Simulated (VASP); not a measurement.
# MgS (P1) in VASP: single point with PBE

Aim: the single point of MgS with PBE.

All numbers are computed with VASP 6.6.1; they aren't measurements. Logs are shortened: lines on timing, memory, paths and dates and some standing lists are left out, and cuts for length are marked.

**1. The cell of the first run**

The typed cell holds 4 atoms: a = 4.072 Å, b = 4.095 Å, c = 6.482 Å, α = 89.75°, β = 89.96°, γ = 119.90°.

**2. Single point, PBE (atoms moved at random and the cell strained at random)**

File INCAR:

```
ALGO = Normal ; EDIFF = 1E-6
ENCUT = 520 ; GGA = PE
ISIF = 2 ; ISMEAR = 0
LASPH = True ; LCHARG = True
LELF = True ; LREAL = False
LVHAR = True ; LWAVE = False
NBANDS = 16 ; NELM = 80
PREC = Accurate ; SIGMA = 0.02
```

File KPOINTS:

```
k-points
0
Gamma
  6 6 4
```

File POSCAR:

```
MgS
1.0
    4.0714988556     -0.0033487366      0.0013717716
   -2.0386495188      3.5513507676      0.0089228493
    0.0021869800      0.0176888090      6.4816298764
Mg S
2 2
Direct
    0.6461557022      0.3363155123      0.4846157450
    0.3402682333      0.6620960892      0.9828527660
    0.3340607466      0.6724936596      0.3962240948
    0.6795153179      0.3290947388      0.8863069489
```

Potentials or basis: VASP PAW PBE potentials, release 64 (Mg, S).

Command:

```bash
> cat potpaw_PBE.64/Mg/POTCAR potpaw_PBE.64/S/POTCAR > POTCAR
> mpirun -np 1 vasp_std > vasp.out
```

OUTCAR:

```text
EDIFF = 1E-6
   ENCUT = 520
   GGA = PE
   ISIF = 2
   ISMEAR = 0
   LASPH = True
   LREAL = False
   NELM = 80
   PREC = Accurate

 ion  position               nearest neighbor table
   1  0.646  0.336  0.485-   3 2.36   3 2.43   3 2.49   4 2.61
   2  0.340  0.662  0.983-   4 2.42   4 2.45   4 2.46   3 2.68
   3  0.334  0.672  0.396-   1 2.36   1 2.43   1 2.49   2 2.68
   4  0.680  0.329  0.886-   2 2.42   2 2.45   2 2.46   1 2.61

  LATTYP: Found a triclinic cell.
 ALAT       =     4.0891198096
 B/A-ratio  =     0.9956911642
 C/A-ratio  =     1.5850976944
 COS(alpha) =     0.0006720852
 COS(beta)  =     0.0050532121
 COS(gamma) =     0.4964231738

  Lattice vectors:

 A1 = (  -2.0328493368,  -3.5480020310,  -0.0102946209)
 A2 = (  -4.0714988556,   0.0033487366,  -0.0013717716)
 A3 = (  -0.0021869800,  -0.0176888090,  -6.4816298764)

Analysis of symmetry for initial positions (statically):
=====================================================================
 Subroutine PRICEL returns:
 Original cell was already a primitive cell.

 Routine SETGRP: Setting up the symmetry group for a
 triclinic supercell.

 Subroutine GETGRP returns: Found  1 space group operations
 (whereof  1 operations were pure point group operations)
 out of a pool of  2 trial point group operations.

The static configuration has the point symmetry C_1 .

Analysis of symmetry for dynamics (positions and initial velocities):
=====================================================================
 Subroutine PRICEL returns:
 Original cell was already a primitive cell.

 Routine SETGRP: Setting up the symmetry group for a
 triclinic supercell.

 Subroutine GETGRP returns: Found  1 space group operations
 (whereof  1 operations were pure point group operations)
 out of a pool of  2 trial point group operations.

The dynamic configuration has the point symmetry C_1 .

 Subroutine INISYM returns: Found  1 space group operations
 (whereof  1 operations are pure point group operations),
 and found     1 'primitive' translations

----------------------------------------------------------------------------------------

                                     Primitive cell

  volume of cell :      93.6750

  direct lattice vectors                    reciprocal lattice vectors
     4.071498856 -0.003348737  0.001371772     0.245725972  0.141059935 -0.000467873
    -2.038649519  3.551350768  0.008922849     0.000231967  0.281718092 -0.000768906
     0.002186980  0.017688809  6.481629876    -0.000052325 -0.000417677  0.154283339

  length of vectors
     4.071500464  4.094907051  6.481654382     0.283336157  0.281719236  0.154283914

  position of ions in fractional coordinates (direct lattice)
     0.646155702  0.336315512  0.484615745
     0.340268233  0.662096089  0.982852766
     0.334060747  0.672493660  0.396224095
     0.679515318  0.329094739  0.886306949

  ion indices of the primitive-cell ions
   primitive index   ion index
                 1           1
                 2           2
                 3           3
                 4           4

----------------------------------------------------------------------------------------

 KPOINTS: k-points

Automatic generation of k-mesh.
 Grid dimensions read from file:
 generate k-points for:    6    6    4

 Generating k-lattice:

  Cartesian coordinates                     Fractional coordinates (reciprocal lattice)
     0.040954329  0.023509989 -0.000077979     0.166666667 -0.000000000  0.000000000
     0.000038661  0.046953015 -0.000128151    -0.000000000  0.166666667  0.000000000
    -0.000013081 -0.000104419  0.038570835    -0.000000000 -0.000000000  0.250000000

  Length of vectors
     0.047222693  0.046953206  0.038570978

  Shift w.r.t. Gamma in fractional coordinates (k-lattice)
     0.000000000  0.000000000  0.000000000

 Subroutine IBZKPT returns following result:
 ===========================================

 Found     76 irreducible k-points:

 Following reciprocal coordinates:
            Coordinates               Weight
  0.000000  0.000000  0.000000      1.000000
  0.166667 -0.000000 -0.000000      2.000000
  0.333333 -0.000000  0.000000      2.000000
  0.500000  0.000000  0.000000      1.000000
 -0.000000  0.166667  0.000000      2.000000
  0.166667  0.166667  0.000000      2.000000
[... 16 lines left out ...]
  0.333333 -0.000000  0.250000      2.000000
  0.500000 -0.000000  0.250000      2.000000
 [... further k-points ...]
   k-points           NKPTS =     76   k-points in BZ     NKDIM =     76   number of bands    NBANDS=     16
   number of dos      NEDOS =    301   number of ions     NIONS =      4
   total plane-waves  NPLWV =  43200
   dimension x,y,z NGX =    30 NGY =   30 NGZ =   48
   dimension x,y,z NGXF=    60 NGYF=   60 NGZF=   96
   ions per type =               2   2
   NGX,Y,Z   is equivalent  to a cutoff of  12.25, 12.18, 12.31 a.u.
   NGXF,Y,Z  is equivalent  to a cutoff of  24.50, 24.36, 24.62 a.u.
 SYSTEM =  unknown system
   PREC   = accura    normal or accurate (medium, high low for compatibility)
   ISTART =      0    job   : 0-new  1-cont  2-samecut
   ICHARG =      2    charge: 1-file 2-atom 10-const
   ISPIN  =      1    spin polarized calculation?
   LNONCOLLINEAR =      F non collinear calculations
   LSORBIT =      F    spin-orbit coupling
   LASPH  =      T    aspherical Exc in radial PAW
   ENCUT  =  520.0 eV  38.22 Ry    6.18 a.u.   7.57  7.61 12.05*2*pi/ulx,y,z
   NELM   =     80;   NELMIN=  2; NELMDL= -5     # of ELM steps
   EDIFF  = 0.1E-05   stopping-criterion for ELM
   LREAL  =      F    real-space projection
   EDIFFG = 0.1E-04   stopping-criterion for IOM
   NSW    =      0    number of steps for IOM
   IBRION =     -1    ionic relax: 0-MD 1-quasi-New 2-CG
   NFREE  =      0    steps in history (QN), initial steepest desc. (CG)
   ISIF   =      2    stress and relaxation
   ISYM   =      2    0-nonsym 1-usesym 2-fastsym
   POTIM  = 0.5000    time-step for ionic-motion
   TEBEG  =    0.0;   TEEND  =   0.0 temperature during run
   PSTRESS=    0.0 pullay stress
   NELECT =      16.0000    total number of electrons
   NUPDOWN=      -1.0000    fix difference up-down
   EMIN   =  10.00;   EMAX   =-10.00  energy-range for DOS
   EFERMI =   0.00;   METHOD = LEGACY
   ISMEAR =     0;   SIGMA  =   0.02  broadening in eV -4-tet -1-fermi 0-gaus
   EFERMI_NEDOS =   21; number of points for ismear=-14 and -15
   IALGO  =     38    algorithm
   IMIX   =      4    mixing-type and parameters
     AMIX     =   0.40;   BMIX     =  1.00
     AMIX_MAG =   1.60;   BMIX_MAG =  1.00
  volume/ion in A,a.u.               =      23.42       158.04
  Fermi-wavevector in a.u.,A,eV,Ry     =   0.908323  1.716481 11.225492  0.825050
  Thomas-Fermi vector in A             =   2.032235
   LORBIT       =      0    0 simple, 1 ext, 2 COOP (PROOUT), +10 PAW based schemes
   GGA     = PE    functional components
   LHFCALC =     F    Hartree Fock is set to
   AEXX    =    0.0000 exact exchange contribution
   IVDW    =     0    specifies the selected vdW correction
   LEPSILON=     F    determine dielectric tensor
   LRPA    =     F    only Hartree local field effects (RPA)
 non-spin polarized calculation
 Gauss-broadening in eV      SIGMA  =   0.02
  energy-cutoff  :      520.00
  volume of cell :       93.68
 maximum number of plane-waves:      2547
   NGX = 15   NGY = 15   NGZ = 25

 number of electron      15.9999999 magnetization

 Free energy of the ion-electron system (eV)
  ---------------------------------------------------
  ext. energy  EPLUGINS =         0.00000000
  ---------------------------------------------------
  free energy    TOTEN  =       -16.84822856 eV

  energy without entropy =      -16.84822856  energy(sigma->0) =      -16.84822856

 E-fermi :   1.3699     XC(G=0):  -8.2593

 val. band max:        1.2244463320   @ k =   0.0000   0.0000   0.0000
 cond. band min:       4.2550021631   @ k =   0.0000   0.0000   0.0000
 fundamental gap:      3.0305558311
 Fermi energy:         1.3699388815

 k-point     1 :       0.0000    0.0000    0.0000
  band No.  band energies     occupation
      1     -10.3099      2.00000
      2      -9.6356      2.00000
      3      -1.9554      2.00000
      4       0.2958      2.00000
      5       0.3588      2.00000
      6       0.6941      2.00000
[... 8 lines left out ...]
     15       9.3161      0.00000
     16      10.0243      0.00000

 k-point     2 :       0.1667   -0.0000   -0.0000
  band No.  band energies     occupation
      1     -10.1841      2.00000
      2      -9.5754      2.00000
      3      -1.7486      2.00000
      4      -0.3532      2.00000
      5       0.0176      2.00000
      6       0.1140      2.00000
[... 8 lines left out ...]
     15       9.5102      0.00000
     16       9.6567      0.00000

 k-point     3 :       0.3333   -0.0000    0.0000
  band No.  band energies     occupation
      1      -9.8851      2.00000
      2      -9.4758      2.00000
      3      -1.5021      2.00000
      4      -1.1799      2.00000
      5      -0.9593      2.00000
      6      -0.1997      2.00000
[... 8 lines left out ...]
     15       9.4329      0.00000
     16      10.9135      0.00000

 k-point     4 :       0.5000    0.0000    0.0000
  band No.  band energies     occupation
      1      -9.6772      2.00000
      2      -9.4692      2.00000
      3      -1.9352      2.00000
      4      -1.4509      2.00000
      5      -0.6266      2.00000
      6      -0.3313      2.00000
[... 8 lines left out ...]
     15       9.8619      0.00000
     16      11.7028      0.00000

 k-point     5 :      -0.0000    0.1667    0.0000
  band No.  band energies     occupation
      1     -10.1857      2.00000
      2      -9.5765      2.00000
      3      -1.7515      2.00000
      4      -0.3994      2.00000
      5      -0.0348      2.00000
      6       0.1836      2.00000
[... 8 lines left out ...]
     15       9.4973      0.00000
     16       9.7016      0.00000

 k-point     6 :       0.1667    0.1667    0.0000
  band No.  band energies     occupation
      1      -9.9714      2.00000
      2      -9.4982      2.00000
      3      -1.3938      2.00000
      4      -0.9700      2.00000
      5      -0.8740      2.00000
      6      -0.1583      2.00000
[... 8 lines left out ...]
     15       9.7644      0.00000
     16      10.2217      0.00000

 k-point     7 :       0.3333    0.1667   -0.0000
  band No.  band energies     occupation
      1      -9.6895      2.00000
      2      -9.4622      2.00000
      3      -1.6727      2.00000
      4      -1.3145      2.00000
      5      -0.7340      2.00000
      6      -0.6270      2.00000
[... 8 lines left out ...]
     15       9.6607      0.00000
     16      11.2731      0.00000

 k-point     8 :       0.5000    0.1667    0.0000
  band No.  band energies     occupation
      1      -9.6913      2.00000
      2      -9.4557      2.00000
      3      -1.6794      2.00000
      4      -1.3599      2.00000
      5      -0.7065      2.00000
      6      -0.6213      2.00000
[... 8 lines left out ...]
     15       9.5609      0.00000
     16      11.2974      0.00000

 k-point     9 :      -0.3333    0.1667    0.0000
  band No.  band energies     occupation
      1      -9.9709      2.00000
      2      -9.4903      2.00000
      3      -1.4013      2.00000
      4      -0.9856      2.00000
      5      -0.9256      2.00000
      6      -0.1237      2.00000
[... 8 lines left out ...]
     15       9.9472      0.00000
     16      10.3198      0.00000
[... 172 lines left out ...]
 k-point    19 :       0.3333    0.5000   -0.0000
  band No.  band energies     occupation
      1      -9.7032      2.00000
      2      -9.4441      2.00000
      3      -1.7797      2.00000
      4      -1.3200      2.00000
      5      -0.7314      2.00000
      6      -0.5997      2.00000
[... 8 lines left out ...]
     15       9.7424      0.00000
     16      11.2582      0.00000

 k-point    20 :       0.5000    0.5000   -0.0000
  band No.  band energies     occupation
      1      -9.6969      2.00000
      2      -9.4436      2.00000
      3      -2.0440      2.00000
      4      -1.4371      2.00000
      5      -0.6908      2.00000
      6      -0.2791      2.00000
[... 8 lines left out ...]
     15      10.0473      0.00000
     16      11.7017      0.00000

 k-point    21 :      -0.0000    0.0000    0.2500
  band No.  band energies     occupation
      1     -10.2238      2.00000
      2      -9.7470      2.00000
      3      -1.6114      2.00000
      4       0.3466      2.00000
      5       0.4113      2.00000
      6       0.4915      2.00000
[... 8 lines left out ...]
     15       8.9720      0.00000
     16       9.4458      0.00000

 k-point    22 :       0.1667   -0.0000    0.2500
  band No.  band energies     occupation
      1     -10.1053      2.00000
      2      -9.6735      2.00000
      3      -1.4960      2.00000
      4      -0.3371      2.00000
      5      -0.1461      2.00000
      6       0.1746      2.00000
[... 8 lines left out ...]
     15       9.4998      0.00000
     16       9.5465      0.00000

 k-point    23 :       0.3333   -0.0000    0.2500
  band No.  band energies     occupation
      1      -9.8292      2.00000
      2      -9.5372      2.00000
      3      -1.6830      2.00000
      4      -1.3255      2.00000
      5      -0.5437      2.00000
      6      -0.1150      2.00000
[... 8 lines left out ...]
     15       9.7562      0.00000
     16      10.8346      0.00000

 k-point    24 :       0.5000   -0.0000    0.2500
  band No.  band energies     occupation
      1      -9.6458      2.00000
      2      -9.4974      2.00000
      3      -2.0526      2.00000
      4      -1.7162      2.00000
      5      -0.2527      2.00000
      6      -0.2248      2.00000
[... 8 lines left out ...]
     15      10.4103      0.00000
     16      11.8418      0.00000

 [... further k-points ...]
[... 5 lines left out ...]
  --------------------------------------------------------------------------------------
  -------------------------------------------------------------------------------------
  Total        0.5278434      0.3310100     -1.8129858     -0.2689168     -0.0834394      0.2804204
  in kB        9.0280074      5.6614534    -31.0085328     -4.5994371     -1.4271112      4.7961900
  external PRESSURE =      -5.4396907 kB  Pullay stress =       0.0000000 kB

 VOLUME and BASIS-vectors are now :
 -----------------------------------------------------------------------------
  energy-cutoff  :      520.00
  volume of cell :       93.68
      direct lattice vectors                 reciprocal lattice vectors
     4.071498856 -0.003348737  0.001371772     0.245725972  0.141059935 -0.000467873
    -2.038649519  3.551350768  0.008922849     0.000231967  0.281718092 -0.000768906
     0.002186980  0.017688809  6.481629876    -0.000052325 -0.000417677  0.154283339

 POSITION                                       TOTAL-FORCE (eV/Angst)
 -----------------------------------------------------------------------------------
      1.94625      1.20078      3.14499         0.566495     -0.063640      0.504693
      0.03777      2.36758      6.37686         0.128022      0.053517      0.509245
     -0.00998      2.39415      2.57464        -0.464816      0.032365     -0.715621
      2.09768      1.18213      5.74858        -0.229701     -0.022242     -0.298317
 -----------------------------------------------------------------------------------
    total drift:                                0.000014      0.000077     -0.000306

  FREE ENERGIE OF THE ION-ELECTRON SYSTEM (eV)
  ---------------------------------------------------
  free  energy   TOTEN  =       -16.8482285636 eV

  energy  without entropy=      -16.8482285636  energy(sigma->0) =      -16.84822856
```

Wall time 54 s (1 thread of Intel Xeon Platinum 8488C (Sapphire Rapids), shared host); peak memory 0.25 GiB.

Results:

* Free energy: -16.8482 eV
* Pressure: -0.5 GPa
* Largest force: 0.854 eV/Å
* Band gap on the k mesh: 3.03 eV, direct

Forces in eV/Å, atoms in the order of the input:
```
Mg   0.566 -0.064  0.505
Mg   0.128  0.054  0.509
S   -0.465  0.032 -0.716
S   -0.230 -0.022 -0.298
```

Levels at points of the mesh, in eV from the valence-band top:
```tsv
k point	band 4	band 5	band 6	band 7	band 8	band 9	band 10	band 11	band 12	band 13
(0.00, 0.00, 0.00)	-0.93	-0.87	-0.53	-0.42	0.00	3.03	4.27	7.01	7.20	7.87
(0.50, 0.00, 0.00)	-2.68	-1.85	-1.56	-0.97	-0.82	4.38	4.95	5.60	7.32	7.91
(0.00, 0.50, 0.00)	-2.70	-1.87	-1.48	-0.97	-0.75	4.45	4.99	5.58	7.40	7.85
(0.50, 0.50, 0.00)	-2.66	-1.92	-1.50	-0.88	-0.75	4.44	4.88	5.38	7.37	7.82
(0.00, 0.00, 0.50)	-1.88	-0.79	-0.72	-0.67	-0.59	4.51	4.53	7.01	7.18	7.20
(0.50, 0.00, 0.50)	-3.22	-1.28	-1.17	-0.87	-0.81	4.35	4.40	5.85	5.97	8.87
(0.00, 0.50, 0.50)	-3.26	-1.19	-1.14	-0.88	-0.81	4.38	4.42	5.89	5.96	8.85
(0.50, 0.50, 0.50)	-3.24	-1.22	-1.11	-0.93	-0.85	4.44	4.47	5.89	5.89	8.88
```

Caveat: the cell differs from its parent crystal (atoms moved at random and the cell strained at random).
